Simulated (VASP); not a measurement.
Set up this calculation in VASP 6.6.1, as the native input.

```yaml
Task: single point
Functional: LDA
Potentials_or_basis: VASP PAW LDA potentials, release 64 (Mg, O)
Cutoff: 520 eV
k_mesh: 12 × 12 × 4
Occupations: gaussian, width 0.01 eV
Spin: no spin polarisation
Dipole_correction: no
Further_INCAR_settings: ALGO = Normal; EDIFF = 1e-06; NBANDS = 16
```

The structure of MgO lies in POSCAR:

```
MgO
1.0
    3.3077869900      0.0000000000      0.0000000000
   -1.6538934900      2.8646275600      0.0000000000
    0.0000000000      0.0000000000      4.9828816700
Mg O
2 2
Direct
    0.3333333300      0.6666666700      0.0021597400
    0.6666666700      0.3333333300      0.5021597400
    0.3333333300      0.6666666700      0.4024402600
    0.6666666700      0.3333333300      0.9024402600
```

The input as run:

INCAR

```
SYSTEM = MgO
ALGO     = Normal         ! electronic algorithm
EDIFF    = 1E-6           ! SCF threshold, eV
ENCUT    = 520            ! plane-wave cutoff, eV
ISIF     = 2              ! what is computed and relaxed
ISMEAR   = 0              ! smearing method
LASPH    = .True.         ! aspherical terms in the spheres
LCHARG   = .False.        ! write CHGCAR
LREAL    = .False.        ! projectors in reciprocal space
LWAVE    = .False.        ! write WAVECAR
NBANDS   = 16             ! bands
NELM     = 100            ! most SCF steps
PREC     = Accurate       ! precision mode
SIGMA    = 0.01           ! smearing width, eV
```

KPOINTS

```
k-points
0
Gamma
  12 12 4
  0 0 0
```

Potentials or basis: VASP PAW LDA potentials, release 64 (Mg, O).

The run is started by

```console
$ cat potpaw_LDA.64/Mg/POTCAR potpaw_LDA.64/O/POTCAR > POTCAR
$ mpirun -np 1 vasp_std > vasp.out
```

Results of the run:

```
Pressure               : -5.4 GPa
Largest force          : 0.048 eV/Å
Band gap on the k mesh : 3.36 eV, direct
```

It took 17 s on 1 thread of Intel(R) Xeon(R) 6975P-C (Granite Rapids) (shared host), peak memory 0.17 GiB.
